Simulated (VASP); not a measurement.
# HfN (ae) (Fm-3m) in VASP: notebook

HfN (ae) is run at these levels: PBE; tasks: single point, relaxation of cell and atoms.

Program: VASP 6.6.1. These are calculated values, not measurements. Logs are shortened: lines on timing, memory, paths and dates and some standing lists are left out, and cuts for length are marked.

**1. The cell of the first run**

It takes space group Fm-3m (No. 225, cubic). The conventional cell has a = 4.548 Å, b = 4.548 Å, c = 4.548 Å, α = 90.00°, β = 90.00°, γ = 90.00°. Within 3.0 Å of Hf (site symmetry m-3m) lie 6 N at 2.27 Å. N (site symmetry m-3m) has 6 Hf at 2.27 Å within 3.0 Å.

**2. Single point, PBE**

INCAR reads:

```
SYSTEM = HfN
PREC = Accurate ; ENCUT = 600
EDIFF = 1E-6 ; ISMEAR = 0
SIGMA = 0.1 ; LREAL = .False.
LASPH = .True. ; NELM = 120
ALGO = Normal ; ISIF = 2
LWAVE = .False. ; LCHARG = .False.
GGA = PE ; NBANDS = 14
GGA_COMPAT = .False.
```

KPOINTS reads:

```
regular mesh
0
Gamma
  16 16 16
  0 0 0
```

POSCAR reads:

```
HfN
1.0
    0.0000000000      2.2740580654      2.2740580654
    2.2740580654      0.0000000000      2.2740580654
    2.2740580654      2.2740580654      0.0000000000
Hf N
1 1
Direct
    0.0000000000      0.0000000000      0.0000000000
    0.5000000000      0.5000000000      0.5000000000
```

Potentials or basis: VASP PAW PBE potentials, release 64 (Hf_pv, N).

Run with:

```console
$ cat potpaw_PBE.64/Hf_pv/POTCAR potpaw_PBE.64/N/POTCAR > POTCAR
$ mpirun -np 1 vasp_std > vasp.out
```

OUTCAR:

```text
SYSTEM = HfN
   PREC = Accurate
   ENCUT = 600
   EDIFF = 1E-6
   ISMEAR = 0
   LREAL = .False.
   LASPH = .True.
   NELM = 120
   ISIF = 2
   GGA = PE

 ion  position               nearest neighbor table
   1  0.000  0.000  0.000-   2 2.27   2 2.27   2 2.27   2 2.27   2 2.27   2 2.27
   2  0.500  0.500  0.500-   1 2.27   1 2.27   1 2.27   1 2.27   1 2.27   1 2.27

  LATTYP: Found a face centered cubic cell.
 ALAT       =     4.5481161308

  Lattice vectors:

 A1 = (   0.0000000000,   2.2740580654,   2.2740580654)
 A2 = (   2.2740580654,   0.0000000000,   2.2740580654)
 A3 = (   2.2740580654,   2.2740580654,   0.0000000000)

Analysis of symmetry for initial positions (statically):
=====================================================================
 Subroutine PRICEL returns:
 Original cell was already a primitive cell.

 Routine SETGRP: Setting up the symmetry group for a
 face centered cubic supercell.

 Subroutine GETGRP returns: Found 48 space group operations
 (whereof 48 operations were pure point group operations)
 out of a pool of 48 trial point group operations.

The static configuration has the point symmetry O_h .

Analysis of symmetry for dynamics (positions and initial velocities):
=====================================================================
 Subroutine PRICEL returns:
 Original cell was already a primitive cell.

 Routine SETGRP: Setting up the symmetry group for a
 face centered cubic supercell.

 Subroutine GETGRP returns: Found 48 space group operations
 (whereof 48 operations were pure point group operations)
 out of a pool of 48 trial point group operations.

The dynamic configuration has the point symmetry O_h .

 Subroutine INISYM returns: Found 48 space group operations
 (whereof 48 operations are pure point group operations),
 and found     1 'primitive' translations

----------------------------------------------------------------------------------------

                                     Primitive cell

  volume of cell :      23.5199

  direct lattice vectors                    reciprocal lattice vectors
     0.000000000  2.274058065  2.274058065    -0.219871255  0.219871255  0.219871255
     2.274058065  0.000000000  2.274058065     0.219871255 -0.219871255  0.219871255
     2.274058065  2.274058065  0.000000000     0.219871255  0.219871255 -0.219871255

  length of vectors
     3.216003758  3.216003758  3.216003758     0.380828184  0.380828184  0.380828184

  position of ions in fractional coordinates (direct lattice)
[... 85 lines left out ...]
   ISIF   =      2    stress and relaxation
   ISYM   =      2    0-nonsym 1-usesym 2-fastsym
   POTIM  = 0.5000    time-step for ionic-motion
   TEBEG  =    0.0;   TEEND  =   0.0 temperature during run
   PSTRESS=    0.0 pullay stress
   NELECT =      15.0000    total number of electrons
   NUPDOWN=      -1.0000    fix difference up-down
   EMIN   =  10.00;   EMAX   =-10.00  energy-range for DOS
   EFERMI =   0.00;   METHOD = LEGACY
   ISMEAR =     0;   SIGMA  =   0.10  broadening in eV -4-tet -1-fermi 0-gaus
   EFERMI_NEDOS =   21; number of points for ismear=-14 and -15
   IALGO  =     38    algorithm
   IMIX   =      4    mixing-type and parameters
     AMIX     =   0.40;   BMIX     =  1.00
     AMIX_MAG =   1.60;   BMIX_MAG =  1.00
  volume/ion in A,a.u.               =      11.76        79.36
  Fermi-wavevector in a.u.,A,eV,Ry     =   1.409160  2.662927 27.017531  1.985732
  Thomas-Fermi vector in A             =   2.531244
   LORBIT       =      0    0 simple, 1 ext, 2 COOP (PROOUT), +10 PAW based schemes
   GGA     = PE    functional components
   LHFCALC =     F    Hartree Fock is set to
   AEXX    =    0.0000 exact exchange contribution
   IVDW    =     0    specifies the selected vdW correction
   LEPSILON=     F    determine dielectric tensor
   LRPA    =     F    only Hartree local field effects (RPA)
 non-spin polarized calculation
 Gauss-broadening in eV      SIGMA  =   0.10
  energy-cutoff  :      600.00
  volume of cell :       23.52
 maximum number of plane-waves:       817
 NGX is ok and might be reduce to    28
   NGX = 13   NGY = 13   NGZ = 13

 number of electron      15.0000000 magnetization

 Free energy of the ion-electron system (eV)
  ---------------------------------------------------
  ext. energy  EPLUGINS =         0.00000000
  ---------------------------------------------------
  free energy    TOTEN  =       -21.76063269 eV

  energy without entropy =      -21.75767089  energy(sigma->0) =      -21.75915179

 E-fermi :   8.2083     XC(G=0): -12.6281

 val. band max:        8.2076083907   @ k =  -0.1250   0.0625   0.0000
 cond. band min:       8.2115274311   @ k =   0.3750   0.1250   0.0000
 fundamental gap:      0.0039190404
 Fermi energy:         8.2082822305

 k-point     1 :       0.0000    0.0000    0.0000
  band No.  band energies     occupation
      1     -23.0237      2.00000
      2     -23.0237      2.00000
      3     -23.0237      2.00000
      4      -9.1843      2.00000
      5       5.2043      2.00000
      6       5.2043      2.00000
      7       5.2043      2.00000
      8       7.8718      2.00000
      9       7.8718      2.00000
     10       7.8718      2.00000
     11       9.8163      0.00000
     12      10.1281      0.00000
     13      10.1281      0.00000
     14      17.7242      0.00000
[... 377 lines left out ...]
      1     -23.1122      2.00000
      2     -23.0461      2.00000
      3     -23.0256      2.00000
      4      -8.9592      2.00000
      5       4.1977      2.00000
      6       4.5612      2.00000
      7       4.8639      2.00000
      8       8.0297      1.98846
      9       8.0422      1.98120
     10       8.4661      0.00027
     11      10.1479      0.00000
     12      10.9253      0.00000
     13      11.1334      0.00000
     14      18.5000      0.00000

 [... further k-points ...]
[... 5 lines left out ...]
  --------------------------------------------------------------------------------------
  -------------------------------------------------------------------------------------
  Total       -0.3678871     -0.3678871     -0.3678871      0.0000000      0.0000000     -0.0000000
  in kB      -25.0605467    -25.0605467    -25.0605467      0.0000000      0.0000000     -0.0000000
  external PRESSURE =     -25.0605467 kB  Pullay stress =       0.0000000 kB

 VOLUME and BASIS-vectors are now :
 -----------------------------------------------------------------------------
  energy-cutoff  :      600.00
  volume of cell :       23.52
      direct lattice vectors                 reciprocal lattice vectors
     0.000000000  2.274058065  2.274058065    -0.219871255  0.219871255  0.219871255
     2.274058065  0.000000000  2.274058065     0.219871255 -0.219871255  0.219871255
     2.274058065  2.274058065  0.000000000     0.219871255  0.219871255 -0.219871255

 POSITION                                       TOTAL-FORCE (eV/Angst)
 -----------------------------------------------------------------------------------
      0.00000      0.00000      0.00000        -0.000000     -0.000000     -0.000000
      2.27406      2.27406      2.27406         0.000000      0.000000      0.000000
 -----------------------------------------------------------------------------------
    total drift:                                0.000000      0.000000      0.000000

  FREE ENERGIE OF THE ION-ELECTRON SYSTEM (eV)
  ---------------------------------------------------
  free  energy   TOTEN  =       -21.7606326857 eV

  energy  without entropy=      -21.7576708941  energy(sigma->0) =      -21.75915179
```

OSZICAR:

```text
N       E                     dE             d eps       ncg     rms          rms(c)
DAV:   1     0.422599769528E+02    0.42260E+02   -0.84199E+03  4084   0.112E+03
DAV:   2    -0.224713445426E+02   -0.64731E+02   -0.60380E+02  5410   0.256E+02
DAV:   3    -0.247580650420E+02   -0.22867E+01   -0.22755E+01  4694   0.401E+01
DAV:   4    -0.247671164108E+02   -0.90514E-02   -0.90499E-02  4906   0.288E+00
DAV:   5    -0.247671795056E+02   -0.63095E-04   -0.63095E-04  4626   0.212E-01    0.471E+01
DAV:   6    -0.218726124942E+02    0.28946E+01   -0.83232E+00  4624   0.228E+01    0.401E+01
DAV:   7    -0.217895649245E+02    0.83048E-01   -0.48351E-01  5122   0.622E+00    0.262E+01
DAV:   8    -0.217680185827E+02    0.21546E-01   -0.12801E-01  4714   0.317E+00    0.670E+00
DAV:   9    -0.217607567432E+02    0.72618E-02   -0.19768E-02  4528   0.118E+00    0.204E+00
DAV:  10    -0.217606636523E+02    0.93091E-04   -0.11539E-03  5382   0.332E-01    0.429E-01
DAV:  11    -0.217606352507E+02    0.28402E-04   -0.71094E-05  4720   0.842E-02    0.117E-01
DAV:  12    -0.217606329700E+02    0.22808E-05   -0.77953E-06  5516   0.238E-02    0.149E-02
DAV:  13    -0.217606326857E+02    0.28426E-06   -0.22677E-07  2792   0.512E-03
   1 F= -.21760633E+02 E0= -.21759152E+02  d E =-.296179E-02
```

Wall time 51 s (1 thread of Intel Xeon Platinum 8488C (Sapphire Rapids), shared host); peak memory 0.21 GiB.

What came out:

```yaml
Free_energy: -21.7606 eV
Pressure: -2.5 GPa
```

Caveat: spin-orbit coupling is left out, which moves the levels of the heavy elements.

**3. Relaxation of cell and atoms, PBE**

This run uses another cell than the first one, of 11.90 Å³/atom, 1.012 times its volume.

INCAR reads:

```
PREC     = Accurate       # precision mode
ENCUT    = 600            # plane-wave cutoff, eV
EDIFF    = 1E-7           # SCF threshold, eV
ISMEAR   = 0              # smearing method
SIGMA    = 0.1            # smearing width, eV
LREAL    = False          # projectors in reciprocal space
LASPH    = True           # aspherical terms in the spheres
NELM     = 120            # most SCF steps
ALGO     = Normal         # electronic algorithm
ISIF     = 3              # what is computed and relaxed
LWAVE    = False          # write WAVECAR
LCHARG   = False          # write CHGCAR
GGA      = PE             # functional
IBRION   = 2              # ionic algorithm
NSW      = 50             # ionic steps
EDIFFG   = -0.003         # ionic threshold
GGA_COMPAT= False        
NELMIN   = 4
```

KPOINTS reads:

```
Automatic mesh
0
Gamma
  16 16 16
```

POSCAR reads:

```
HfN
1.0
    0.0000000000      2.2829910636      2.2829910636
    2.2829910636      0.0000000000      2.2829910636
    2.2829910636      2.2829910636      0.0000000000
Hf N
1 1
Direct
    0.0000000000      0.0000000000      0.0000000000
    0.5000000000      0.5000000000      0.5000000000
```

Potentials or basis: VASP PAW PBE potentials, release 64 (Hf_pv, N).

Run with:

```console
$ cat potpaw_PBE.64/Hf_pv/POTCAR potpaw_PBE.64/N/POTCAR > POTCAR
$ mpirun -np 1 vasp_std > vasp.out
```

Run time: 2.9 min. Hardware: 1 thread of Intel Xeon Platinum 8488C (Sapphire Rapids), shared host; peak memory 0.21 GiB.

The run converged. Its results:

```yaml
Free_energy: -21.7628 eV
Relaxed_volume: 11.65 Å³/atom
Relaxed_cell: a = 3.206 Å, b = 3.206 Å, c = 3.206 Å, α = 60.00°, β = 60.00°, γ = 60.00°
Space_group_after_relaxing_to_0.05_Å: Fm-3m (No. 225)
Energy_gained_by_relaxing: 4.4 meV/atom
Ionic_steps: 6
Pressure_after_relaxing: 0.0 GPa
```

The path:
```
step  energy change (eV)  largest force (eV/Å)  pressure (GPa)  volume (Å³)
   1              0.0000                0.0000           -5.48        23.80
   2              0.0209                0.0000           11.25        22.42
   3             -0.0087                0.0000           -0.06        23.30
   4             -0.0087                0.0000            0.06        23.29
   5             -0.0087                0.0000           -0.09        23.31
   6             -0.0087                0.0000            0.01        23.30
```

Final structure:
```
Hf N
1.0
     0.00000    2.26688    2.26688
     2.26688    0.00000    2.26688
     2.26688    2.26688    0.00000
Hf N
1 1
Direct
  0.00000 0.00000 0.00000
  0.50000 0.50000 0.50000
```

Levels at points of the mesh, in eV from the Fermi level:
| k point | band 4 | band 5 | band 6 | band 7 | band 8 | band 9 | band 10 | band 11 |
| --- | --- | --- | --- | --- | --- | --- | --- | --- |
| (0.00, 0.00, 0.00) | -17.45 | -3.02 | -3.02 | -3.02 | -0.34 | -0.34 | -0.34 | 1.70 |
| (0.50, 0.00, 0.00) | -14.79 | -8.83 | -6.13 | -6.13 | 3.23 | 3.65 | 3.65 | 4.37 |
| (0.50, 0.50, 0.00) | -16.36 | -5.42 | -3.76 | -3.69 | -3.69 | 4.04 | 5.44 | 5.47 |

Caveat: spin-orbit coupling is left out, which moves the levels of the heavy elements.
